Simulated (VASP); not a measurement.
A run of VASP 6.6.1:

Contents of POSCAR:

```
NaCaI3
1.0
    6.0323845141      0.0000000000      0.0000000000
    0.0000000000      6.0323845141      0.0000000000
    0.0000000000      0.0000000000      6.0323845141
Na Ca I
1 1 3
Direct
    0.0000000000      0.0000000000      0.0000000000
    0.5000000000      0.5000000000      0.5000000000
    0.5000000000      0.5000000000      0.0000000000
    0.5000000000      0.0000000000      0.5000000000
    0.0000000000      0.5000000000      0.5000000000
```

INCAR.step1

```
  PREC = Accurate
  ENCUT = 600
  ISMEAR = -1
  SIGMA = 0.03
  LREAL = False
  LASPH = True
  NELM = 100
  GGA = PE
  ALGO = Normal
  EDIFF = 1E-4
  LWAVE = True
  LCHARG = False
```

INCAR.step2

```
  PREC = Accurate
  ENCUT = 600
  EDIFF = 1E-7
  ISMEAR = -1
  SIGMA = 0.03
  LREAL = False
  LASPH = True
  NELM = 100
  ALGO = Normal
  ISIF = 3
  LWAVE = False
  LCHARG = False
  METAGGA = R2SCAN
  LMIXTAU = True
  LUSE_VDW = True
  IVDW_NL = 2
  BPARAM = 11.95
  CPARAM = 0.0093
  IBRION = 2
  NSW = 100
  EDIFFG = -0.01
  ISTART = 1
```

KPOINTS

```
regular mesh
0
Gamma
  4 4 4
```

Potentials or basis: VASP PAW PBE potentials, release 64 (Na_pv, Ca_sv, I).

Run with:

```console
$ cat potpaw_PBE.64/Na_pv/POTCAR potpaw_PBE.64/Ca_sv/POTCAR potpaw_PBE.64/I/POTCAR > POTCAR
$ cp INCAR.step1 INCAR
$ mpirun -np 1 vasp_std > vasp.out
$ cp INCAR.step2 INCAR
$ mpirun -np 1 vasp_std > vasp.out
```

Hardware: 1 thread of AMD EPYC 7R13 (shared host).

**Question.** Estimate the wall time of this run.

**Answer.** Run time: 46 min on 1 thread of AMD EPYC 7R13, on a shared host, peak memory 0.8 GiB. Counts: k points 10, ion steps 3.
